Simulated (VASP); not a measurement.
# Sr (P6_3/mmc) in VASP: a series of runs

The runs below take Sr through electric field gradients, with LDA.

Everything below comes from runs of VASP 6.6.1. Logs are shortened: lines on timing, memory, paths and dates and some standing lists are left out, and cuts for length are marked.

## 1. The cell of the first run

Symmetry: P6_3/mmc, No. 194, hexagonal system. The conventional cell has a = 4.395 Å, b = 4.395 Å, c = 7.188 Å, α = 90.00°, β = 90.00°, γ = 120.00°. Sr (site symmetry -6m2) has 12 Sr at 4.39 to 4.40 Å within 5.8 Å.

## 2. Electric field gradients, LDA (volume scaled by 1.06)

Contents of INCAR:

```
SYSTEM = Sr
PREC = Accurate
ENCUT = 520
EDIFF = 1E-8
ISMEAR = -1
SIGMA = 0.08
LREAL = .FALSE.
LASPH = .TRUE.
NELM = 80
ALGO = Normal
ISIF = 2
LWAVE = .FALSE.
LCHARG = .FALSE.
LEFG = .TRUE.
NBANDS = 17
```

Contents of KPOINTS:

```
regular mesh
0
G
  10 10 5
  0 0 0
```

Contents of POSCAR:

```
Sr
1.0
    4.3945314897      0.0000000000      0.0000000000
   -2.1972657449      3.8057759077      0.0000000000
    0.0000000000      0.0000000000      7.1882703981
Sr
2
Direct
    0.3333333333      0.6666666667      0.2500000000
    0.6666666667      0.3333333333      0.7500000000
```

Potentials or basis: VASP PAW LDA potentials, release 64 (Sr_sv).

Command:

```sh
cat potpaw_LDA.64/Sr_sv/POTCAR > POTCAR
mpirun -np 1 vasp_std > vasp.out
```

OUTCAR:

```text
SYSTEM = Sr
   PREC = Accurate
   ENCUT = 520
   EDIFF = 1E-8
   ISMEAR = -1
   LREAL = .FALSE.
   LASPH = .TRUE.
   NELM = 80
   ISIF = 2

 ion  position               nearest neighbor table
   1  0.333  0.667  0.250-   2 4.40   2 4.40   2 4.40   2 4.40   2 4.40   2 4.40
   2  0.667  0.333  0.750-   1 4.40   1 4.40   1 4.40   1 4.40   1 4.40   1 4.40

  LATTYP: Found a hexagonal cell.
 ALAT       =     4.3945314897
 C/A-ratio  =     1.6357307747

  Lattice vectors:

 A1 = (   4.3945314897,   0.0000000000,   0.0000000000)
 A2 = (  -2.1972657449,   3.8057759077,   0.0000000000)
 A3 = (   0.0000000000,   0.0000000000,   7.1882703981)

Analysis of symmetry for initial positions (statically):
=====================================================================
 Subroutine PRICEL returns:
 Original cell was already a primitive cell.

 Routine SETGRP: Setting up the symmetry group for a
 hexagonal supercell.

 Subroutine GETGRP returns: Found 24 space group operations
 (whereof 12 operations were pure point group operations)
 out of a pool of 24 trial point group operations.

The static configuration has the point symmetry D_3d.
 The point group associated with its full space group is D_6h.

Analysis of symmetry for dynamics (positions and initial velocities):
=====================================================================
 Subroutine PRICEL returns:
 Original cell was already a primitive cell.

 Routine SETGRP: Setting up the symmetry group for a
 hexagonal supercell.

 Subroutine GETGRP returns: Found 24 space group operations
 (whereof 12 operations were pure point group operations)
 out of a pool of 24 trial point group operations.

The dynamic configuration has the point symmetry D_3d.
 The point group associated with its full space group is D_6h.

 Subroutine INISYM returns: Found 24 space group operations
 (whereof 12 operations are pure point group operations),
 and found     1 'primitive' translations

----------------------------------------------------------------------------------------

                                     Primitive cell

  volume of cell :     120.2210

  direct lattice vectors                    reciprocal lattice vectors
     4.394531490  0.000000000  0.000000000     0.227555543  0.131379254  0.000000000
    -2.197265745  3.805775908  0.000000000     0.000000000  0.262758508  0.000000000
     0.000000000  0.000000000  7.188270398     0.000000000  0.000000000  0.139115524

  length of vectors
     4.394531490  4.394531490  7.188270398     0.262758508  0.262758508  0.139115524

  position of ions in fractional coordinates (direct lattice)
     0.333333333  0.666666667  0.250000000
     0.666666667  0.333333333  0.750000000

  ion indices of the primitive-cell ions
   primitive index   ion index
                 1           1
                 2           2

----------------------------------------------------------------------------------------

 KPOINTS: regular mesh

Automatic generation of k-mesh.
 Grid dimensions read from file:
 generate k-points for:   10   10    5

 Generating k-lattice:

  Cartesian coordinates                     Fractional coordinates (reciprocal lattice)
     0.022755554  0.013137925  0.000000000     0.100000000 -0.000000000  0.000000000
     0.000000000  0.026275851  0.000000000     0.000000000  0.100000000  0.000000000
     0.000000000  0.000000000  0.027823105     0.000000000  0.000000000  0.200000000

  Length of vectors
     0.026275851  0.026275851  0.027823105

  Shift w.r.t. Gamma in fractional coordinates (k-lattice)
     0.000000000  0.000000000  0.000000000

 Subroutine IBZKPT returns following result:
 ===========================================

 Found     42 irreducible k-points:

 Following reciprocal coordinates:
            Coordinates               Weight
  0.000000  0.000000  0.000000      1.000000
  0.100000  0.000000  0.000000      6.000000
  0.200000  0.000000  0.000000      6.000000
  0.300000 -0.000000  0.000000      6.000000
  0.400000  0.000000  0.000000      6.000000
  0.500000  0.000000  0.000000      3.000000
[... 16 lines left out ...]
  0.300000  0.100000  0.200000     24.000000
  0.400000  0.100000  0.200000     24.000000
 [... further k-points ...]
   k-points           NKPTS =     42   k-points in BZ     NKDIM =     42   number of bands    NBANDS=     17
   number of dos      NEDOS =    301   number of ions     NIONS =      2
   total plane-waves  NPLWV =  69984
   dimension x,y,z NGX =    36 NGY =   36 NGZ =   54
   dimension x,y,z NGXF=    72 NGYF=   72 NGZF=  108
   ions per type =               2
   NGX,Y,Z   is equivalent  to a cutoff of  13.62, 13.62, 12.49 a.u.
   NGXF,Y,Z  is equivalent  to a cutoff of  27.24, 27.24, 24.98 a.u.
 SYSTEM =  Sr
   PREC   = accura    normal or accurate (medium, high low for compatibility)
   ISTART =      0    job   : 0-new  1-cont  2-samecut
   ICHARG =      2    charge: 1-file 2-atom 10-const
   ISPIN  =      1    spin polarized calculation?
   LNONCOLLINEAR =      F non collinear calculations
   LSORBIT =      F    spin-orbit coupling
   LASPH  =      T    aspherical Exc in radial PAW
   ENCUT  =  520.0 eV  38.22 Ry    6.18 a.u.   8.17  8.17 13.37*2*pi/ulx,y,z
   NELM   =     80;   NELMIN=  2; NELMDL= -5     # of ELM steps
   EDIFF  = 0.1E-07   stopping-criterion for ELM
   LREAL  =      F    real-space projection
   EDIFFG = 0.1E-06   stopping-criterion for IOM
   NSW    =      0    number of steps for IOM
   IBRION =     -1    ionic relax: 0-MD 1-quasi-New 2-CG
   NFREE  =      0    steps in history (QN), initial steepest desc. (CG)
   ISIF   =      2    stress and relaxation
   ISYM   =      2    0-nonsym 1-usesym 2-fastsym
   POTIM  = 0.5000    time-step for ionic-motion
   TEBEG  =    0.0;   TEEND  =   0.0 temperature during run
   PSTRESS=    0.0 pullay stress
   NELECT =      20.0000    total number of electrons
   NUPDOWN=      -1.0000    fix difference up-down
   EMIN   =  10.00;   EMAX   =-10.00  energy-range for DOS
   EFERMI =   0.00;   METHOD = LEGACY
   ISMEAR =    -1;   SIGMA  =   0.08  broadening in eV -4-tet -1-fermi 0-gaus
   EFERMI_NEDOS =   21; number of points for ismear=-14 and -15
   IALGO  =     38    algorithm
   IMIX   =      4    mixing-type and parameters
     AMIX     =   0.40;   BMIX     =  1.00
     AMIX_MAG =   1.60;   BMIX_MAG =  1.00
  volume/ion in A,a.u.               =      60.11       405.65
  Fermi-wavevector in a.u.,A,eV,Ry     =   0.900378  1.701467 11.029973  0.810680
  Thomas-Fermi vector in A             =   2.023328
   LORBIT       =      0    0 simple, 1 ext, 2 COOP (PROOUT), +10 PAW based schemes
   GGA     = CA    functional components
   LHFCALC =     F    Hartree Fock is set to
   AEXX    =    0.0000 exact exchange contribution
   IVDW    =     0    specifies the selected vdW correction
   LEPSILON=     F    determine dielectric tensor
   LRPA    =     F    only Hartree local field effects (RPA)
 non-spin polarized calculation
  energy-cutoff  :      520.00
  volume of cell :      120.22
 maximum number of plane-waves:      3260
 NGX is ok and might be reduce to    36
   NGX = 17   NGY = 17   NGZ = 27

 number of electron      20.0000000 magnetization

 Free energy of the ion-electron system (eV)
  ---------------------------------------------------
  ext. energy  EPLUGINS =         0.00000000
  ---------------------------------------------------
  free energy    TOTEN  =        -3.64852824 eV

  energy without entropy =       -3.58827011  energy(sigma->0) =       -3.61839917

 E-fermi :   1.1354     XC(G=0):  -7.2836

 val. band max:        1.0966399070   @ k =   0.3000   0.3000   0.0000
 cond. band min:       1.1378547032   @ k =   0.3000   0.3000   0.0000
 fundamental gap:      0.0412147962
 Fermi energy:         1.1354413706

 k-point     1 :       0.0000    0.0000    0.0000
  band No.  band energies     occupation
      1     -35.5026      2.00000
      2     -35.4933      2.00000
      3     -17.6410      2.00000
      4     -17.5192      2.00000
      5     -17.5192      2.00000
      6     -17.4990      2.00000
[... 9 lines left out ...]
     16       3.6040      0.00000
     17       4.0705      0.00000

 k-point     2 :       0.1000    0.0000    0.0000
  band No.  band energies     occupation
      1     -35.5018      2.00000
      2     -35.4929      2.00000
      3     -17.6364      2.00000
      4     -17.5298      2.00000
      5     -17.5226      2.00000
      6     -17.5099      2.00000
[... 9 lines left out ...]
     16       3.7270      0.00000
     17       3.8444      0.00000

 k-point     3 :       0.2000    0.0000    0.0000
  band No.  band energies     occupation
      1     -35.4996      2.00000
      2     -35.4919      2.00000
      3     -17.6237      2.00000
      4     -17.5576      2.00000
      5     -17.5382      2.00000
      6     -17.5312      2.00000
[... 9 lines left out ...]
     16       3.7147      0.00000
     17       3.7735      0.00000

 k-point     4 :       0.3000   -0.0000    0.0000
  band No.  band energies     occupation
      1     -35.4968      2.00000
      2     -35.4909      2.00000
      3     -17.6057      2.00000
      4     -17.5922      2.00000
      5     -17.5722      2.00000
      6     -17.5414      2.00000
[... 9 lines left out ...]
     16       4.1765      0.00000
     17       4.2703      0.00000

 k-point     5 :       0.4000    0.0000    0.0000
  band No.  band energies     occupation
      1     -35.4943      2.00000
      2     -35.4903      2.00000
      3     -17.6203      2.00000
      4     -17.5990      2.00000
      5     -17.5871      2.00000
      6     -17.5495      2.00000
[... 9 lines left out ...]
     16       4.6393      0.00000
     17       5.0040      0.00000

 k-point     6 :       0.5000    0.0000    0.0000
  band No.  band energies     occupation
      1     -35.4932      2.00000
      2     -35.4902      2.00000
      3     -17.6310      2.00000
      4     -17.6091      2.00000
      5     -17.5776      2.00000
      6     -17.5526      2.00000
[... 9 lines left out ...]
     16       5.0432      0.00000
     17       5.5249      0.00000
[... 281 lines left out ...]
 k-point    21 :       0.1000    0.1000    0.2000
  band No.  band energies     occupation
      1     -35.4995      2.00000
      2     -35.4930      2.00000
      3     -17.6180      2.00000
      4     -17.5430      2.00000
      5     -17.5398      2.00000
      6     -17.5253      2.00000
[... 9 lines left out ...]
     16       3.7257      0.00000
     17       4.0491      0.00000

 k-point    22 :       0.2000    0.1000    0.2000
  band No.  band energies     occupation
      1     -35.4972      2.00000
      2     -35.4918      2.00000
      3     -17.6104      2.00000
      4     -17.5710      2.00000
      5     -17.5637      2.00000
      6     -17.5366      2.00000
[... 9 lines left out ...]
     16       3.9289      0.00000
     17       4.2242      0.00000

 k-point    23 :       0.3000    0.1000    0.2000
  band No.  band energies     occupation
      1     -35.4947      2.00000
      2     -35.4909      2.00000
      3     -17.6168      2.00000
      4     -17.5975      2.00000
      5     -17.5725      2.00000
      6     -17.5477      2.00000
[... 9 lines left out ...]
     16       4.2460      0.00000
     17       4.7067      0.00000

 k-point    24 :       0.4000    0.1000    0.2000
  band No.  band energies     occupation
      1     -35.4929      2.00000
      2     -35.4905      2.00000
      3     -17.6311      2.00000
      4     -17.6125      2.00000
      5     -17.5677      2.00000
      6     -17.5520      2.00000
[... 9 lines left out ...]
     16       4.5947      0.00000
     17       4.8915      0.00000

 [... further k-points ...]
[... 5 lines left out ...]
  --------------------------------------------------------------------------------------
  -------------------------------------------------------------------------------------
  Total       -1.4923717     -1.4923717     -1.4616289      0.0000000     -0.0000000      0.0000000
  in kB      -19.8887448    -19.8887448    -19.4790381      0.0000000     -0.0000000      0.0000000
  external PRESSURE =     -19.7521759 kB  Pullay stress =       0.0000000 kB

 VOLUME and BASIS-vectors are now :
 -----------------------------------------------------------------------------
  energy-cutoff  :      520.00
  volume of cell :      120.22
      direct lattice vectors                 reciprocal lattice vectors
     4.394531490  0.000000000  0.000000000     0.227555543  0.131379254  0.000000000
    -2.197265745  3.805775908  0.000000000     0.000000000  0.262758508  0.000000000
     0.000000000  0.000000000  7.188270398     0.000000000  0.000000000  0.139115524

 POSITION                                       TOTAL-FORCE (eV/Angst)
 -----------------------------------------------------------------------------------
     -0.00000      2.53718      1.79707        -0.000000     -0.000000     -0.000000
      2.19727      1.26859      5.39120         0.000000      0.000000      0.000000
 -----------------------------------------------------------------------------------
    total drift:                               -0.000000      0.000000     -0.000000

  FREE ENERGIE OF THE ION-ELECTRON SYSTEM (eV)
  ---------------------------------------------------
  free  energy   TOTEN  =        -3.6485282382 eV

  energy  without entropy=       -3.5882701091  energy(sigma->0) =       -3.61839917

 Electric field gradients (V/A^2)
---------------------------------------------------------------------
 ion       V_xx      V_yy      V_zz      V_xy      V_xz      V_yz
---------------------------------------------------------------------
   1       1.393     1.394    -2.787     0.000     0.000    -0.000
   2       1.393     1.394    -2.787     0.000    -0.000     0.000
---------------------------------------------------------------------

 Electric field gradients after diagonalization (V/A^2)
 (convention: |V_zz| > |V_xx| > |V_yy|)
----------------------------------------------------------------------
 ion       V_xx      V_yy      V_zz     asymmetry (V_yy - V_xx)/ V_zz
----------------------------------------------------------------------
   1       1.394     1.393    -2.787       0.000
   2       1.394     1.393    -2.787       0.000
----------------------------------------------------------------------

           NMR quadrupolar parameters

 Cq : quadrupolar parameter    Cq=e*Q*V_zz/h
 eta: asymmetry parameters     (V_yy - V_xx)/ V_zz
 Q  : nuclear electric quadrupole moment in mb (millibarn)
----------------------------------------------------------------------
 ion       Cq(MHz)       eta       Q (mb)
----------------------------------------------------------------------
   1      -0.007       0.000       1.000
   2      -0.007       0.000       1.000
----------------------------------------------------------------------
```

Wall time 43 s (1 thread of AMD EPYC 9R45 (Zen 5), shared host); peak memory 0.21 GiB.

What came out:

```yaml
Free_energy: -3.6485 eV
Pressure: -2.0 GPa
Band_gap_on_the_k_mesh: zero (band 10 reaches 1.25 eV, above the bottom of band 11 at 1.14 eV)
```

Electric field gradients, principal values (V/Å²):
```csv
atom,least,middle,greatest (by size)
1 Sr,1.393,1.394,-2.787
2 Sr,1.393,1.394,-2.787
```

Caveat: without QUAD_EFG the Cq values of the log hold for a quadrupole moment of 1 mb, not for the nuclei.

(Part 1 of 2 ends here.)
